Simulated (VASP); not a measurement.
Set up this calculation in VASP 6.6.1, as the native input.

| Item | Value |
| --- | --- |
| Task | single point |
| Functional | LDA |
| Potentials or basis | VASP PAW LDA potentials, release 64 (Na_pv, Fe, N) |
| Cutoff | 520 eV |
| k mesh | 12 × 12 × 2 |
| Occupations | fermi-dirac, width 0.02 eV |
| Spin | no spin polarisation |
| Dipole correction | no |
| Further INCAR settings | ALGO = Normal; EDIFF = 1e-06; NBANDS = 29 |

The structure of NaFeN lies in POSCAR:

```
NaFeN
1.0
    2.9373264824      0.0000000000      0.0000000000
   -1.4686632412      2.5437993530      0.0000000000
    0.0000000000      0.0000000000      9.5563911719
Na Fe N
2 2 2
Direct
    0.6666666667      0.3333333333      0.7615669766
    0.3333333333      0.6666666667      0.2615669766
    0.0000000000      0.0000000000      0.5179542421
    0.0000000000      0.0000000000      0.0179542421
    0.3333333333      0.6666666667      0.5651187814
    0.6666666667      0.3333333333      0.0651187814
```

One way to write it, as run:

INCAR

```
  PREC = Accurate
  ENCUT = 520
  EDIFF = 1E-6
  ISMEAR = -1
  SIGMA = 0.02
  LREAL = F
  LASPH = T
  NELM = 80
  ALGO = Normal
  ISIF = 2
  LWAVE = F
  LCHARG = F
  GGA = CA
  NBANDS = 29
```

KPOINTS

```
Automatic mesh
0
Gamma
  12 12 2
```

Potentials or basis: VASP PAW LDA potentials, release 64 (Na_pv, Fe, N).

The run is started by

```sh
$ cat potpaw_LDA.64/Na_pv/POTCAR potpaw_LDA.64/Fe/POTCAR potpaw_LDA.64/N/POTCAR > POTCAR
$ mpirun -np 1 vasp_std > vasp.out
```

Results of the run:

```yaml
Pressure: 1.7 GPa
Largest_force: 0.182 eV/Å
Band_gap_on_the_k_mesh: 0.31 eV (least direct gap 0.68 eV)
```

Caveat: semilocal functionals underestimate gaps, and a narrow one can read as zero.

Wall time 2.1 min on 1 thread of Oxide Virtual Turin-like Processor, with other jobs on the host, peak memory 0.18 GiB.
